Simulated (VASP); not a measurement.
# HPbNO4 (P1) in VASP: settings compared, part 2 of 2

VASP 6.6.1. Earlier steps stand in the parts before.

### 4 Single point, PBEsol+D3(BJ)

This run uses another cell than the first one, of 15.98 Å³/atom.

Contents of INCAR:

```
SYSTEM = HPbNO4
PREC = Accurate ; ENCUT = 1340
EDIFF = 1E-6 ; ISMEAR = -1
SIGMA = 0.05 ; LREAL = .FALSE.
LASPH = .TRUE. ; NELM = 120
ALGO = Normal ; ISIF = 2
LWAVE = .FALSE. ; LCHARG = .TRUE.
GGA = PS ; IVDW = 12
LELF = .TRUE. ; LVHAR = .TRUE.
NBANDS = 31 ; GGA_COMPAT = .FALSE.
```

Contents of KPOINTS:

```
Automatic mesh
0
G
  5 4 4
  0 0 0
```

Contents of POSCAR:

```
HPbNO4
1.0
    3.7660933861      0.1532735193     -0.0161005156
   -0.2358322056      5.4566049576      0.1657968378
   -0.6263942060     -1.8994920595      5.3788230543
H Pb N O
1 1 1 4
Direct
    0.1236323657      0.6595122582      0.5648950589
    0.5939906499      0.5197290153      0.1454034882
    0.9132801081      0.9632555544      0.9531787954
    0.0047573616      0.1322982555      0.8652281564
    0.7269951981      0.0161613668      0.1289021917
    0.0041480370      0.7346482546      0.8678587409
    0.1293962796      0.5929952952      0.3851935685
```

Potentials or basis: VASP PAW PBE potentials, release 64 (H_h, Pb_d, N_h, O_h).

Started as:

```
cat potpaw_PBE.64/H_h/POTCAR potpaw_PBE.64/Pb_d/POTCAR potpaw_PBE.64/N_h/POTCAR potpaw_PBE.64/O_h/POTCAR > POTCAR
mpirun -np 1 vasp_std > vasp.out
```

OUTCAR:

```text
SYSTEM = HPbNO4
   PREC = Accurate
   ENCUT = 1340
   EDIFF = 1E-6
   ISMEAR = -1
   LREAL = .FALSE.
   LASPH = .TRUE.
   NELM = 120
   ISIF = 2
   GGA = PS
   IVDW = 12
 IVDW          = 12

 ion  position               nearest neighbor table
   1  0.124  0.660  0.565-   7 0.99
   2  0.594  0.520  0.145-   7 2.26   7 2.33   5 2.77   5 2.79
   3  0.913  0.963  0.953-   4 1.24   6 1.26   5 1.27
   4  0.005  0.132  0.865-   3 1.24
   5  0.727  0.016  0.129-   3 1.27   2 2.77   2 2.79
   6  0.004  0.735  0.868-   3 1.26
   7  0.129  0.593  0.385-   1 0.99   2 2.26   2 2.33

  LATTYP: Found a triclinic cell.
 ALAT       =     6.4549038071
 B/A-ratio  =     0.5839351878
 C/A-ratio  =     0.8465214876
 COS(alpha) =     0.0026452985
 COS(beta)  =     0.2659337589
 COS(gamma) =     0.4714489740

  Lattice vectors:

 A1 = (  -3.1396991801,   1.7462185402,  -5.3627225387)
 A2 = (  -3.7660933861,  -0.1532735193,   0.0161005156)
 A3 = (  -0.2358322056,   5.4566049576,   0.1657968378)

Analysis of symmetry for initial positions (statically):
=====================================================================
 Subroutine PRICEL returns:
 Original cell was already a primitive cell.

 Routine SETGRP: Setting up the symmetry group for a
 triclinic supercell.

 Subroutine GETGRP returns: Found  1 space group operations
 (whereof  1 operations were pure point group operations)
 out of a pool of  2 trial point group operations.

The static configuration has the point symmetry C_1 .

Analysis of symmetry for dynamics (positions and initial velocities):
=====================================================================
 Subroutine PRICEL returns:
 Original cell was already a primitive cell.

[... 135 lines left out ...]
   IMIX   =      4    mixing-type and parameters
     AMIX     =   0.40;   BMIX     =  1.00
     AMIX_MAG =   1.60;   BMIX_MAG =  1.00
  volume/ion in A,a.u.               =      15.98       107.82
  Fermi-wavevector in a.u.,A,eV,Ry     =   1.199582  2.266881 19.578729  1.438996
  Thomas-Fermi vector in A             =   2.335440
   LORBIT       =      0    0 simple, 1 ext, 2 COOP (PROOUT), +10 PAW based schemes
   GGA     = PS    functional components
   LHFCALC =     F    Hartree Fock is set to
   AEXX    =    0.0000 exact exchange contribution
   IVDW    =    12    specifies the selected vdW correction
   LEPSILON=     F    determine dielectric tensor
   LRPA    =     F    only Hartree local field effects (RPA)
 non-spin polarized calculation
  energy-cutoff  :     1340.00
  volume of cell :      111.84
 maximum number of plane-waves:     12484
 NGX is ok and might be reduce to    48
   NGX = 23   NGY = 33   NGZ = 35

 number of electron      44.0000001 magnetization

 Free energy of the ion-electron system (eV)
  ---------------------------------------------------
  ext. energy  EPLUGINS =         0.00000000
  ---------------------------------------------------
  free energy    TOTEN  =       -42.45972277 eV

  energy without entropy =      -42.45972277  energy(sigma->0) =      -42.45972277

 E-fermi :   1.4296     XC(G=0):  -8.1523

 val. band max:        0.2857120034   @ k =   0.4000   0.5000   0.5000
 cond. band min:       3.3169010338   @ k =   0.4000   0.5000   0.5000
 fundamental gap:      3.0311890303
 Fermi energy:         1.4296361807

 k-point     1 :       0.0000    0.0000    0.0000
  band No.  band energies     occupation
      1     -25.7792      2.00000
      2     -20.2884      2.00000
      3     -20.0677      2.00000
      4     -17.2766      2.00000
      5     -14.7011      2.00000
      6     -14.6805      2.00000
[... 805 lines left out ...]
     30      10.5371      0.00000
     31      10.9624      0.00000

 [... further k-points ...]

------------------------ aborting loop because EDIFF is reached ----------------------------------------

 Edisp (eV)   -0.52513

 E8    (eV) :    -0.3044

  FORCE on cell =-STRESS in cart. coord.  units (eV):
  Direction    XX          YY          ZZ          XY          YZ          ZX
  --------------------------------------------------------------------------------------
  -------------------------------------------------------------------------------------
  Total      -0.03180     0.01222    -0.02079     0.00569    -0.01070    -0.08891
  in kB      -0.45562     0.17509    -0.29785     0.08145    -0.15331    -1.27378
  external pressure =       -0.19 kB  Pullay stress =        0.00 kB

 VOLUME and BASIS-vectors are now :
 -----------------------------------------------------------------------------
  energy-cutoff  :     1340.00
  volume of cell :      111.84
      direct lattice vectors                 reciprocal lattice vectors
     3.766093386  0.153273519 -0.016100516     0.265251098  0.010413722  0.034567513
    -0.235832206  5.456604958  0.165796838    -0.007098225  0.181039895  0.063106288
    -0.626394206 -1.899492059  5.378823054     0.001012776 -0.005549202  0.184072560

 POSITION                                       TOTAL-FORCE (eV/Angst)
 -----------------------------------------------------------------------------------
     -0.04377      2.54463      3.14583        -0.003952     -0.000886      0.024826
      2.02338      2.65081      0.85871        -0.007629      0.001037     -0.021877
      2.61527      3.58553      5.27198         0.000791     -0.011148      0.001341
     -0.55526     -0.92087      4.67577         0.027040      0.080794     -0.032179
      2.65338     -0.04523      0.68432        -0.053607     -0.006045      0.060440
     -0.70125      2.36083      4.78979         0.027980     -0.063396     -0.031678
      0.10619      2.52390      2.16812         0.009377     -0.000357     -0.000874
 -----------------------------------------------------------------------------------
    total drift:                                0.000106     -0.001303      0.000342

  FREE ENERGIE OF THE ION-ELECTRON SYSTEM (eV)
  ---------------------------------------------------
  free  energy   TOTEN  =       -42.9848564402 eV

  energy  without entropy=      -42.9848564402  energy(sigma->0) =      -42.98485644
```

Run time: 14 min. Hardware: 1 thread of Intel Xeon Platinum 8175M at 2.50GHz (Skylake/Cascade Lake), shared host; peak memory 0.9 GiB.

What came out:

- Free energy: -42.9849 eV
- Pressure: 0.0 GPa
- Largest force: 0.091 eV/Å
- Band gap on the k mesh: 3.03 eV
- Dispersion energy per atom: -0.075 eV

Forces in eV/Å, atoms in the order of the input:
```
H   -0.004 -0.001  0.025
Pb  -0.008  0.001 -0.022
N    0.001 -0.011  0.001
O    0.027  0.081 -0.032
O   -0.054 -0.006  0.060
O    0.028 -0.063 -0.032
O    0.009  0.000 -0.001
```

Stress tensor (GPa, compression positive):
```
-0.05  0.01 -0.13
 0.01  0.02 -0.02
-0.13 -0.02 -0.03
```

Caveat: the PAW data sets were made with another functional, which shifts forces and pressure a little; spin-orbit coupling is left out, which moves the levels of the heavy elements. A k mesh can miss the band edges.

### 5 Single point, PBE (16.59 Å³/atom)

This run uses another cell than the first one, of 16.59 Å³/atom.

Contents of INCAR:

```
SYSTEM = HPbNO4
PREC     = Accurate       ! precision mode
ENCUT    = 520            ! plane-wave cutoff, eV
EDIFF    = 1E-7           ! SCF threshold, eV
ISMEAR   = -1             ! smearing method
SIGMA    = 0.05           ! smearing width, eV
LREAL    = .False.        ! projectors in reciprocal space
LASPH    = .True.         ! aspherical terms in the spheres
NELM     = 60             ! most SCF steps
ALGO     = Normal         ! electronic algorithm
ISIF     = 2              ! what is computed and relaxed
LWAVE    = .False.        ! write WAVECAR
LCHARG   = .True.         ! write CHGCAR
GGA      = PE             ! functional
LELF     = .True.         ! ELF
LVHAR    = .True.       
NBANDS   = 31             ! bands
```

Contents of KPOINTS:

```
regular mesh
0
Gamma
  5 4 4
  0 0 0
```

Contents of POSCAR:

```
HPbNO4
1.0
    3.7753640464      0.1409036659      0.0882803001
   -0.2480312027      5.4141528311      0.1613476280
   -0.4721311168     -1.8878583487      5.6034774384
H Pb N O
1 1 1 4
Direct
    0.1091300000      0.6571800000      0.5446300000
    0.6102900000      0.5212700000      0.1510000000
    0.9158000000      0.9626300000      0.9586700000
    0.0138400000      0.1363900000      0.8808400000
    0.7239800000      0.0105700000      0.1285800000
    0.0038900000      0.7373200000      0.8704300000
    0.1192700000      0.5932400000      0.3765100000
```

Potentials or basis: VASP PAW PBE potentials, release 64 (H, Pb_d, N, O).

Started as:

```
cat potpaw_PBE.64/H/POTCAR potpaw_PBE.64/Pb_d/POTCAR potpaw_PBE.64/N/POTCAR potpaw_PBE.64/O/POTCAR > POTCAR
mpirun -np 1 vasp_std > vasp.out
```

It took 2.8 min on 1 thread of Oxide Virtual Turin-like, shared host; peak memory 0.27 GiB.

It converged, with:

```yaml
Free_energy: -40.2473 eV
Pressure: 6.0 GPa
Largest_force: 2.345 eV/Å
Band_gap_on_the_k_mesh: 3.17 eV (least direct gap 3.24 eV)
```

Forces on the atoms (eV/Å):
```
H   -0.137  0.011  1.087
Pb  -0.196 -0.011 -0.415
N   -0.048 -0.131  0.037
O    0.739  2.064 -0.833
O   -1.356 -0.138  1.633
O    0.781 -1.769 -0.943
O    0.217 -0.026 -0.566
```

Stress tensor (GPa, compression positive):
```
 4.79  0.19 -3.00
 0.19  7.25  0.07
-3.00  0.07  6.07
```

Levels at points of the mesh, in eV from the valence-band top:
```tsv
k point	band 20	band 21	band 22	band 23	band 24	band 25
(0.00, 0.00, 0.00)	-1.76	-1.00	-0.60	3.53	4.43	6.00
(0.00, 0.50, 0.00)	-1.29	-1.04	-0.74	3.60	4.37	4.78
(0.00, 0.00, 0.50)	-1.35	-1.03	-0.58	3.29	3.85	5.98
(0.00, 0.50, 0.50)	-1.16	-1.01	-0.72	3.56	4.07	4.79
```

Caveat: the standard files for N, O and F lose accuracy on very short bonds; the cell stands under pressure; spin-orbit coupling is left out, which moves the levels of the heavy elements; forces of over 1 eV/Å act on the atoms, so gaps and moduli don't describe the material at rest. A k mesh can miss the band edges.

### 6 The runs side by side

| level | potentials or basis | cell | k mesh | cutoff (eV) | grid for exact exchange (PRECFOCK) | share of exact exchange | screening parameter | gap on the mesh (eV) | pressure (GPa) | largest force (eV/Å) |
| --- | --- | --- | --- | --- | --- | --- | --- | --- | --- | --- |
| r2SCAN+rVV10 | VASP PAW PBE potentials, release 64 (H, Pb_d, N, O) | a = 3.826, b = 5.443, c = 5.744 Å, angles 115.7, 106.2, 89.9°, 7 atoms, atomic positions A | 5 × 4 × 4 | 520 | - | - | - | 3.26 | 1.1 | 0.61 |
| HSE06 | VASP PAW PBE potentials, release 64 (H_h, Pb_d, N_h, O_h) | a = 3.858, b = 5.535, c = 6.055 Å, angles 106.6, 94.0, 90.4°, 7 atoms, atomic positions B | 3 × 2 × 2 | 1000 | Normal | 0.25 | 0.2079 1/Å | 4.49 | -3.3 | 1.52 |
| PBEsol+D3(BJ) | VASP PAW PBE potentials, release 64 (H_h, Pb_d, N_h, O_h) | a = 3.769, b = 5.464, c = 5.739 Å, angles 107.3, 97.3, 90.2°, 7 atoms, atomic positions C | 5 × 4 × 4 | 1340 | - | - | - | 3.03 | 0.0 | 0.09 |
| PBE | VASP PAW PBE potentials, release 64 (H, Pb_d, N, O) | a = 3.779, b = 5.422, c = 5.932 Å, angles 106.6, 94.0, 90.4°, 7 atoms, atomic positions B | 5 × 4 × 4 | 520 | - | - | - | 3.17 | 6.0 | 2.35 |

Alike in all rows: task single point; no spin polarisation; smearing fermi-dirac 0.05 eV.

Caveats: some runs use coarse meshes; spin-orbit coupling is left out, which moves the levels of the heavy elements; the PAW data sets were made with another functional, which shifts forces and pressure a little (at least some runs); the standard files for N, O and F lose accuracy on very short bonds (at least some runs); the cell stands under pressure (at least some runs); forces of over 1 eV/Å act on the atoms, so gaps and moduli don't describe the material at rest (at least some runs).

Absolute energies hang on the potentials; compare differences alone.
